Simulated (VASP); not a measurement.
# I: single point with PBEsol

The system is I.

```xyz
1
Lattice="0.0000 2.1785 2.1785 2.1785 0.0000 2.1785 2.1785 2.1785 0.0000" Properties=species:S:1:pos:R:3 pbc="T T T"
I     0.0000    0.0000    0.0000
```

This cell differs from its parent crystal: volume scaled by 0.65.

```yaml
Program: VASP 6.6.1
Task: single point
Functional: PBEsol
Potentials_or_basis: VASP PAW PBE potentials, release 64 (I)
Cutoff: 520 eV
k_mesh: 14 × 14 × 14
Occupations: fermi-dirac, width 0.05 eV
Spin: no spin polarisation
Dipole_correction: no
Further_INCAR_settings: ALGO = Normal; EDIFF = 1e-06; NBANDS = 10
```

| Quantity | Value |
| --- | --- |
| Pressure | 43.5 GPa |

Levels at points of the mesh, in eV from the Fermi level:
| k point | band 1 | band 2 | band 3 | band 4 | band 5 | band 6 | band 7 | band 8 | band 9 |
| --- | --- | --- | --- | --- | --- | --- | --- | --- | --- |
| (0.00, 0.00, 0.00) | -18.45 | 2.67 | 2.67 | 2.67 | 9.39 | 9.39 | 9.39 | 9.92 | 11.75 |
| (0.50, 0.00, 0.00) | -14.36 | -9.53 | 0.83 | 0.83 | 7.05 | 8.42 | 8.42 | 9.36 | 19.02 |
| (0.50, 0.50, 0.00) | -12.62 | -8.57 | -2.67 | -2.67 | 2.58 | 3.03 | 20.00 | 20.63 | 21.13 |

It took 4.8 s on 1 thread of Intel(R) Xeon(R) 6975P-C (Granite Rapids) (shared host), peak memory 0.15 GiB.

Caveat: the PAW data sets were made with another functional, which shifts forces and pressure a little; spin-orbit coupling is left out, which moves the levels of the heavy elements; an odd number of electrons without spin polarisation forces a metal; a magnetic or distorted state may lie lower.
